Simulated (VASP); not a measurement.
Write the native input for VASP 6.6.1 that does the following.

* Task: single point
* Functional: LDA
* Potentials or basis: VASP PAW LDA potentials, release 64 (Bi_d, Te)
* Cutoff: 520 eV
* k mesh: 12 × 12 × 12
* Occupations: gaussian, width 0.02 eV
* Spin: no spin polarisation
* Dipole correction: no
* Further INCAR settings: ALGO = Normal; EDIFF = 1e-06; NBANDS = 32

The structure of Bi2Te3 lies in POSCAR:

```
Bi2Te3
1.0
    2.2232746872      1.2836082391     10.7228906756
   -2.2232746872      1.2836082391     10.7228906756
    0.0000000000     -2.5672164782     10.7228906756
Bi Te
2 3
Direct
    0.3972076361      0.3972076361      0.3972076361
    0.6027923639      0.6027923639      0.6027923639
    0.0000000000      0.0000000000      0.0000000000
    0.2160333159      0.2160333159      0.2160333159
    0.7839666841      0.7839666841      0.7839666841
```

The input as run:

INCAR

```
ALGO = Normal
EDIFF = 1E-6
ENCUT = 520
GGA = CA
ISIF = 2
ISMEAR = 0
LASPH = True
LCHARG = False
LREAL = False
LWAVE = False
NBANDS = 32
NELM = 100
PREC = Accurate
SIGMA = 0.02
```

KPOINTS

```
k-points
0
Gamma
  12 12 12
```

Potentials or basis: VASP PAW LDA potentials, release 64 (Bi_d, Te).

Run with:

```bash
$ cat potpaw_LDA.64/Bi_d/POTCAR potpaw_LDA.64/Te/POTCAR > POTCAR
$ mpirun -np 1 vasp_std > vasp.out
```

It gave:

| Quantity | Value |
| --- | --- |
| Pressure | -3.2 GPa |
| Largest force | 0.200 eV/Å |
| Band gap on the k mesh | 0.44 eV |

Caveat: the cell stands under tension; spin-orbit coupling is left out, which moves the levels of the heavy elements.

It took 2.6 h on 1 thread of Intel Xeon 8259CL, with other jobs on the host, peak memory 1.3 GiB.
